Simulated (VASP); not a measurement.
# C (I4_1/amd) in VASP: single point with LDA

Aim: the single point of C with LDA.

Everything below comes from runs of VASP 6.6.1. Logs are shortened: lines on timing, memory, paths and dates and some standing lists are left out, and cuts for length are marked.

## Step 1: The cell of the first run

It takes space group I4_1/amd (No. 141, tetragonal). The conventional cell has a = 2.418 Å, b = 2.418 Å, c = 3.858 Å, α = 90.00°, β = 90.00°, γ = 90.00°. C (site symmetry -4m2) has 4 C at 1.55 Å within 2.1 Å.

## Step 2: Single point, LDA (5.64 Å³/atom)

The input, INCAR:

```
SYSTEM = C
  PREC = Accurate
  ENCUT = 910
  EDIFF = 1E-6
  ISMEAR = 0
  SIGMA = 0.05
  LREAL = .FALSE.
  LASPH = .TRUE.
  NELM = 120
  ALGO = Normal
  ISIF = 2
  LWAVE = .FALSE.
  LCHARG = .FALSE.
  GGA = CA
  NBANDS = 11
  GGA_COMPAT = .FALSE.
```

The input, KPOINTS:

```
regular mesh
0
G
  12 12 12
  0 0 0
```

The input, POSCAR:

```
C
1.0
    0.0000000000      1.7096727594      1.9288528072
    1.7096727594      0.0000000000      1.9288528072
    1.7096727594      1.7096727594      0.0000000000
C
2
Direct
    0.5000000000      0.5000000000      0.5000000000
    0.7500000000      0.7500000000      0.7500000000
```

Potentials or basis: VASP PAW LDA potentials, release 64 (C_h).

Started as:

```console
cat potpaw_LDA.64/C_h/POTCAR > POTCAR
mpirun -np 1 vasp_std > vasp.out
```

OUTCAR:

```text
SYSTEM = C
   PREC = Accurate
   ENCUT = 910
   EDIFF = 1E-6
   ISMEAR = 0
   LREAL = .FALSE.
   LASPH = .TRUE.
   NELM = 120
   ISIF = 2
   GGA = CA

 ion  position               nearest neighbor table
   1  0.500  0.500  0.500-
   2  0.750  0.750  0.750-

  LATTYP: Found a body centered tetragonal cell.
 ALAT       =     2.4178424036
 C/A-ratio  =     1.5955157411

  Lattice vectors:

 A1 = (  -1.7096727594,   0.0000000000,   1.9288528072)
 A2 = (   1.7096727594,   0.0000000000,   1.9288528072)
 A3 = (   0.0000000000,   1.7096727594,  -1.9288528072)

Analysis of symmetry for initial positions (statically):
=====================================================================
 Subroutine PRICEL returns:
 Original cell was already a primitive cell.

 Routine SETGRP: Setting up the symmetry group for a
 body centered tetragonal supercell.

 Subroutine GETGRP returns: Found 16 space group operations
 (whereof  8 operations were pure point group operations)
 out of a pool of 16 trial point group operations.

The static configuration has the point symmetry D_2d.
 The point group associated with its full space group is D_4h.

Analysis of symmetry for dynamics (positions and initial velocities):
=====================================================================
 Subroutine PRICEL returns:
 Original cell was already a primitive cell.

 Routine SETGRP: Setting up the symmetry group for a
 body centered tetragonal supercell.

 Subroutine GETGRP returns: Found 16 space group operations
 (whereof  8 operations were pure point group operations)
 out of a pool of 16 trial point group operations.

The dynamic configuration has the point symmetry D_2d.
 The point group associated with its full space group is D_4h.

 Subroutine INISYM returns: Found 16 space group operations
 (whereof  8 operations are pure point group operations),
 and found     1 'primitive' translations

----------------------------------------------------------------------------------------

                                     Primitive cell

  volume of cell :      11.2760

  direct lattice vectors                    reciprocal lattice vectors
     0.000000000  1.709672759  1.928852807    -0.292453627  0.292453627  0.259221439
     1.709672759  0.000000000  1.928852807     0.292453627 -0.292453627  0.259221439
     1.709672759  1.709672759  0.000000000     0.292453627  0.292453627 -0.259221439

  length of vectors
     2.577489883  2.577489883  2.417842404     0.488112695  0.488112695  0.488112695

  position of ions in fractional coordinates (direct lattice)
     0.500000000  0.500000000  0.500000000
     0.750000000  0.750000000  0.750000000

  ion indices of the primitive-cell ions
   primitive index   ion index
                 1           1
                 2           2

----------------------------------------------------------------------------------------

 KPOINTS: regular mesh

Automatic generation of k-mesh.
 Grid dimensions read from file:
 generate k-points for:   12   12   12

 Generating k-lattice:

  Cartesian coordinates                     Fractional coordinates (reciprocal lattice)
    -0.024371136  0.024371136  0.021601787     0.083333333  0.000000000  0.000000000
     0.024371136 -0.024371136  0.021601787     0.000000000  0.083333333  0.000000000
     0.024371136  0.024371136 -0.021601787     0.000000000  0.000000000  0.083333333

  Length of vectors
     0.040676058  0.040676058  0.040676058

  Shift w.r.t. Gamma in fractional coordinates (k-lattice)
     0.000000000  0.000000000  0.000000000

 Subroutine IBZKPT returns following result:
 ===========================================

 Found    163 irreducible k-points:

 Following reciprocal coordinates:
            Coordinates               Weight
  0.000000  0.000000  0.000000      1.000000
  0.083333 -0.000000  0.000000      8.000000
  0.166667 -0.000000  0.000000      8.000000
  0.250000 -0.000000  0.000000      8.000000
  0.333333  0.000000  0.000000      8.000000
  0.416667 -0.000000  0.000000      8.000000
[... 16 lines left out ...]
  0.500000  0.166667  0.000000      8.000000
 -0.416667  0.166667  0.000000      8.000000
 [... further k-points ...]
   k-points           NKPTS =    163   k-points in BZ     NKDIM =    163   number of bands    NBANDS=     11
   number of dos      NEDOS =    301   number of ions     NIONS =      2
   total plane-waves  NPLWV =  18816
   dimension x,y,z NGX =    28 NGY =   28 NGZ =   24
   dimension x,y,z NGXF=    56 NGYF=   56 NGZF=   48
   ions per type =               2
   NGX,Y,Z   is equivalent  to a cutoff of  18.06, 18.06, 16.50 a.u.
   NGXF,Y,Z  is equivalent  to a cutoff of  36.12, 36.12, 33.00 a.u.
 SYSTEM =  C
   PREC   = accura    normal or accurate (medium, high low for compatibility)
   ISTART =      0    job   : 0-new  1-cont  2-samecut
   ICHARG =      2    charge: 1-file 2-atom 10-const
   ISPIN  =      1    spin polarized calculation?
   LNONCOLLINEAR =      F non collinear calculations
   LSORBIT =      F    spin-orbit coupling
   LASPH  =      T    aspherical Exc in radial PAW
   ENCUT  =  910.0 eV  66.88 Ry    8.18 a.u.   6.34  6.34  5.95*2*pi/ulx,y,z
   NELM   =    120;   NELMIN=  2; NELMDL= -5     # of ELM steps
   EDIFF  = 0.1E-05   stopping-criterion for ELM
   LREAL  =      F    real-space projection
   EDIFFG = 0.1E-04   stopping-criterion for IOM
   NSW    =      0    number of steps for IOM
   IBRION =     -1    ionic relax: 0-MD 1-quasi-New 2-CG
   NFREE  =      0    steps in history (QN), initial steepest desc. (CG)
   ISIF   =      2    stress and relaxation
   ISYM   =      2    0-nonsym 1-usesym 2-fastsym
   POTIM  = 0.5000    time-step for ionic-motion
   TEBEG  =    0.0;   TEEND  =   0.0 temperature during run
   PSTRESS=    0.0 pullay stress
   NELECT =       8.0000    total number of electrons
   NUPDOWN=      -1.0000    fix difference up-down
   EMIN   =  10.00;   EMAX   =-10.00  energy-range for DOS
   EFERMI =   0.00;   METHOD = LEGACY
   ISMEAR =     0;   SIGMA  =   0.05  broadening in eV -4-tet -1-fermi 0-gaus
   EFERMI_NEDOS =   21; number of points for ismear=-14 and -15
   IALGO  =     38    algorithm
   IMIX   =      4    mixing-type and parameters
     AMIX     =   0.40;   BMIX     =  1.00
     AMIX_MAG =   1.60;   BMIX_MAG =  1.00
  volume/ion in A,a.u.               =       5.64        38.05
  Fermi-wavevector in a.u.,A,eV,Ry     =   1.460113  2.759214 29.006669  2.131930
  Thomas-Fermi vector in A             =   2.576601
   LORBIT       =      0    0 simple, 1 ext, 2 COOP (PROOUT), +10 PAW based schemes
   GGA     = CA    functional components
   LHFCALC =     F    Hartree Fock is set to
   AEXX    =    0.0000 exact exchange contribution
   IVDW    =     0    specifies the selected vdW correction
   LEPSILON=     F    determine dielectric tensor
   LRPA    =     F    only Hartree local field effects (RPA)
 non-spin polarized calculation
 Gauss-broadening in eV      SIGMA  =   0.05
  energy-cutoff  :      910.00
  volume of cell :       11.28
 maximum number of plane-waves:       724
 NGX is ok and might be reduce to    28
   NGX = 13   NGY = 13   NGZ = 11

 number of electron       8.0000000 magnetization

 Free energy of the ion-electron system (eV)
  ---------------------------------------------------
  ext. energy  EPLUGINS =         0.00000000
  ---------------------------------------------------
  free energy    TOTEN  =       -19.91675697 eV

  energy without entropy =      -19.91675697  energy(sigma->0) =      -19.91675697

 E-fermi :  12.0026     XC(G=0): -13.6937

 val. band max:       11.6782526454   @ k =   0.0000   0.0000   0.0000
 cond. band min:      14.3175997525   @ k =   0.3333   0.0000   0.3333
 fundamental gap:      2.6393471071
 Fermi energy:        12.0026228972

 k-point     1 :       0.0000    0.0000    0.0000
  band No.  band energies     occupation
      1     -10.4160      2.00000
      2       9.6045      2.00000
      3      11.6783      2.00000
      4      11.6783      2.00000
      5      16.1930      0.00000
      6      16.1930      0.00000
      7      17.6556      0.00000
      8      24.2910      0.00000
      9      30.2300      0.00000
     10      33.5094      0.00000
     11      34.6856      0.00000

 k-point     2 :       0.0833   -0.0000    0.0000
  band No.  band energies     occupation
      1     -10.2217      2.00000
      2       9.0373      2.00000
      3      10.7042      2.00000
      4      11.3871      2.00000
      5      16.5429      0.00000
      6      16.6376      0.00000
      7      18.3366      0.00000
      8      24.4344      0.00000
      9      30.5286      0.00000
     10      32.0950      0.00000
     11      37.0108      0.00000

 k-point     3 :       0.1667   -0.0000    0.0000
  band No.  band energies     occupation
      1      -9.6406      2.00000
      2       7.1381      2.00000
      3       9.3354      2.00000
      4      10.7836      2.00000
      5      17.0277      0.00000
      6      17.6352      0.00000
      7      19.6157      0.00000
      8      24.8589      0.00000
      9      30.7182      0.00000
     10      31.8278      0.00000
     11      35.6935      0.00000
[... 267 lines left out ...]
 k-point    23 :       0.5000    0.1667    0.0000
  band No.  band energies     occupation
      1      -4.9500      2.00000
      2      -0.6506      2.00000
      3       4.6838      2.00000
      4       8.2395      2.00000
      5      18.9711      0.00000
      6      21.7267      0.00000
      7      21.8999      0.00000
      8      26.3124      0.00000
      9      30.8474      0.00000
     10      33.4178      0.00000
     11      37.7003      0.00000

 k-point    24 :      -0.4167    0.1667    0.0000
  band No.  band energies     occupation
      1      -3.9784      2.00000
      2      -1.7835      2.00000
      3       4.2991      2.00000
      4       8.6661      2.00000
      5      19.3326      0.00000
      6      21.3503      0.00000
      7      21.6926      0.00000
      8      26.3180      0.00000
      9      31.1642      0.00000
     10      34.6635      0.00000
     11      35.4951      0.00000

 [... further k-points ...]

------------------------ aborting loop because EDIFF is reached ----------------------------------------

  FORCE on cell =-STRESS in cart. coord.  units (eV):
  Direction    XX          YY          ZZ          XY          YZ          ZX
  --------------------------------------------------------------------------------------
  -------------------------------------------------------------------------------------
  Total        2.2769783      2.2769783     -6.5541151      0.0000000      0.0000000      0.0000000
  in kB      323.5298814    323.5298814   -931.2570676      0.0000000      0.0000000      0.0000000
  external PRESSURE =     -94.7324350 kB  Pullay stress =       0.0000000 kB

 VOLUME and BASIS-vectors are now :
 -----------------------------------------------------------------------------
  energy-cutoff  :      910.00
  volume of cell :       11.28
      direct lattice vectors                 reciprocal lattice vectors
     0.000000000  1.709672759  1.928852807    -0.292453627  0.292453627  0.259221439
     1.709672759  0.000000000  1.928852807     0.292453627 -0.292453627  0.259221439
     1.709672759  1.709672759  0.000000000     0.292453627  0.292453627 -0.259221439

 POSITION                                       TOTAL-FORCE (eV/Angst)
 -----------------------------------------------------------------------------------
      1.70967      1.70967      1.92885        -0.000000     -0.000000     -0.000000
      2.56451      2.56451      2.89328         0.000000      0.000000      0.000000
 -----------------------------------------------------------------------------------
    total drift:                                0.000000      0.000000     -0.000000

  FREE ENERGIE OF THE ION-ELECTRON SYSTEM (eV)
  ---------------------------------------------------
  free  energy   TOTEN  =       -19.9167569663 eV

  energy  without entropy=      -19.9167569663  energy(sigma->0) =      -19.91675697
```

It took 27 s on 1 thread of Intel Xeon Platinum 8259CL at 2.50GHz (Skylake/Cascade Lake), shared host; peak memory 0.15 GiB.

Results:

```
Free energy            : -19.9168 eV
Pressure               : -9.5 GPa
Band gap on the k mesh : 2.64 eV (least direct gap 4.51 eV)
```

Levels at points of the mesh, in eV from the valence-band top:
| k point | band 2 | band 3 | band 4 | band 5 | band 6 | band 7 |
| --- | --- | --- | --- | --- | --- | --- |
| (0.00, 0.00, 0.00) | -2.07 | 0.00 | 0.00 | 4.51 | 4.51 | 5.98 |
| (0.50, 0.00, 0.00) | -14.08 | -4.63 | -2.29 | 5.45 | 8.20 | 10.15 |
| (0.50, 0.50, 0.00) | -14.54 | -5.73 | -5.73 | 5.97 | 5.97 | 15.44 |
| (0.50, 0.00, 0.50) | -12.67 | -7.50 | -7.50 | 3.19 | 3.19 | 15.46 |

Caveat: the cutoff is under 1.25 times the usual one of these potentials, so pressure, stress and relaxed cells hold a basis-set (Pulay) error; the cell stands under tension.
